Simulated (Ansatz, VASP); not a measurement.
**One calculation of Ge3PbN, two programs**

```
Ge Pb N
1.0
     5.41167    0.00000    0.00000
     0.00000    5.41167    0.00000
     0.00000    0.00000    5.41167
Ge Pb N
3 1 1
Direct
  0.00000 0.50000 0.50000
  0.50000 0.00000 0.50000
  0.50000 0.50000 0.00000
  0.50000 0.50000 0.50000
  0.00000 0.00000 0.00000
```

Alike in both runs: task relaxation of cell and atoms; functional PBE; k mesh 8 × 8 × 8; occupations fermi-dirac, width 0.15 eV; no spin polarisation.

|  | VASP | Ansatz |
| --- | --- | --- |
| version | VASP 6.6.1 | Ansatz 0.2.0 |
| potentials or method | VASP PAW PBE potentials, release 64 (Ge_d, Pb_d, N), cutoff 600 eV | scalar-relativistic, plane waves, PAW |
| valence electrons in the cell | 61 | 61 |

```tsv
	VASP	Ansatz	Ansatz less VASP
gap on the k mesh at the Fermi level, each at its own relaxed structure (eV)	none	none	-
relaxed volume (Å³/atom)	32.01	32.03	+0.015
relaxed cell length with the largest relative difference (Å)	5.429	5.430	+0.0008
```

A gap of «none» marks a metal or a gap that the smearing closes.

Spin-orbit coupling is off throughout.
